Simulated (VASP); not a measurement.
Write the native input for VASP 6.6.1 that does the following.

```yaml
Task: single point
Functional: PBE
Potentials_or_basis: VASP PAW PBE potentials, release 64 (Mg, O)
Cutoff: 520 eV
k_mesh: 10 × 10 × 10
Occupations: gaussian, width 0.05 eV
Spin: no spin polarisation
Dipole_correction: no
Further_INCAR_settings: ALGO = Normal; EDIFF = 1e-06; NBANDS = 11
```

The structure of MgO lies in POSCAR:

```
MgO
1.0
   -0.4609343113      1.9232086781      1.9232086781
    1.9232086781     -0.4609343113      1.9232086781
    1.9232086781      1.9232086781     -0.4609343113
Mg O
1 1
Direct
    0.0000000000      0.0000000000      0.0000000000
    0.5000000000      0.5000000000      0.5000000000
```

This cell differs from its parent crystal: ratio of the length along [111] to the lengths across it x 0.71, volume and fractional coordinates fixed.

One way to write it, as run:

INCAR

```
SYSTEM = MgO
PREC = Accurate
ENCUT = 520
EDIFF = 1E-6
ISMEAR = 0
SIGMA = 0.05
LREAL = .FALSE.
LASPH = .TRUE.
NELM = 80
ALGO = Normal
ISIF = 2
LWAVE = .FALSE.
LCHARG = .TRUE.
GGA = PE
LELF = .TRUE.
LVHAR = .TRUE.
NBANDS = 11
```

KPOINTS

```
Automatic mesh
0
G
  10 10 10
  0 0 0
```

Potentials or basis: VASP PAW PBE potentials, release 64 (Mg, O).

The run is started by

```console
$ cat potpaw_PBE.64/Mg/POTCAR potpaw_PBE.64/O/POTCAR > POTCAR
$ mpirun -np 1 vasp_std > vasp.out
```

It gave:

The pressure is -0.9 GPa and the band gap on the k mesh is 2.73 eV, direct.

Run time: 17 s on 1 thread of AMD EPYC 9R14 (Zen 4), on a shared host, peak memory 0.12 GiB.
